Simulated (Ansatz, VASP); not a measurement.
## HBr in VASP and in Ansatz

```
CELL_PARAMETERS angstrom
3.28713 0.00000 0.00000
0.00000 7.48049 0.00000
0.00000 0.00000 7.61378
ATOMIC_POSITIONS crystal
H 0.00000 0.00000 0.00000
H 0.00000 0.50000 0.50000
H 0.50000 0.00000 0.50000
H 0.50000 0.50000 0.00000
Br 0.50000 0.00000 0.00000
Br 0.50000 0.50000 0.50000
Br 0.00000 0.00000 0.50000
Br 0.00000 0.50000 0.00000
```

Alike in both runs: task single point; functional r2SCAN; k mesh 8 × 4 × 4; occupations gaussian, width 0.02 eV; no spin polarisation.

|  | VASP | Ansatz |
| --- | --- | --- |
| version | VASP 6.6.1 | Ansatz 0.2.0 |
| potentials or method | VASP PAW PBE potentials, release 64 (H, Br), cutoff 520 eV | scalar-relativistic, plane waves, PAW |
| valence electrons in the cell | 32 | 32 |

VASP gave:

| Quantity | Value |
| --- | --- |
| gap on the k mesh at the Fermi level (eV) | 1.83 |
| least direct gap on the mesh (eV) | 1.98 |
| pressure (GPa) | 1.3 |
| traceless stress, the component that is largest in VASP (GPa) | 2.44 |

Task: Estimate Ansatz's values.

Result: gap on the k mesh at the Fermi level (eV): 1.83; least direct gap on the mesh (eV): 1.98; pressure (GPa): 1.3; traceless stress, the component that is largest in VASP (GPa): 2.51.

VASP's potentials were made for PBE, not for r2SCAN.
